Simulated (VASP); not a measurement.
A run of VASP 6.6.1:

The input INCAR:

```
SYSTEM = HCl
PREC = Accurate
ENCUT = 520
EDIFF = 1E-7
ISMEAR = -1
SIGMA = 0.05
LREAL = Auto
LASPH = .TRUE.
NELM = 100
ALGO = Normal
ISIF = 2
LWAVE = .FALSE.
LCHARG = .TRUE.
GGA = PE
IVDW = 12
LELF = .TRUE.
LVHAR = .TRUE.
NBANDS = 56
```

KPOINTS

```
regular mesh
0
G
  1 1 1
  0 0 0
```

File POSCAR:

```
HCl
1.0
    7.9895700000      0.0000000000      0.0000000000
    0.0000000000      7.9895700000      0.0000000000
    0.0000000000      0.0000000000      7.9895700000
Cl H
10 10
Direct
    0.3038586557      0.4977113912      0.6302967494
    0.4031130587      0.3355249406      0.2396874926
    0.6904626907     -0.0550467672      0.9868491045
    0.8192180555      0.5644609159      0.8390313872
    0.5025677227      0.8507466610      0.4609259322
   -0.0724444495      0.5326694678      0.3189157865
    0.1054374641      0.1393316536      1.0559266644
    0.2021385381      0.0826577651      0.5400165466
    0.7902177464      0.1770308039      0.6133621709
    0.3106925654      0.7640961904     -0.0124287039
    0.2927066163      0.5174371086      0.4668962159
    0.2618163431      0.3715343880      0.1518104228
    0.6778086931      0.0548089572      0.8639638929
    0.8377296901      0.6464427998      0.9838827371
    0.5533464254      0.7489389291      0.5906826024
   -0.0648470443      0.4476210860      0.4616894276
   -0.0428433570      0.1227975974      1.1343288813
    0.2443936282     -0.0626191397      0.4606255405
    0.8902231284      0.0578754551      0.6302967494
    0.1943033230      0.6629142745     -0.0246696631
```

Potentials or basis: VASP PAW PBE potentials, release 64 (Cl, H).

The run is started by

```sh
$ cat potpaw_PBE.64/Cl/POTCAR potpaw_PBE.64/H/POTCAR > POTCAR
$ mpirun -np 1 vasp_gam > vasp.out
```

Hardware: 1 thread of Intel(R) Xeon(R) Platinum 8488C (Sapphire Rapids) (shared host).

Task: How long does it take, and how much memory?

Result: Wall time 58 s on 1 thread of Intel(R) Xeon(R) Platinum 8488C (Sapphire Rapids), with other jobs on the host, peak memory 0.42 GiB. Counts: scf iterations 20, k points 1.
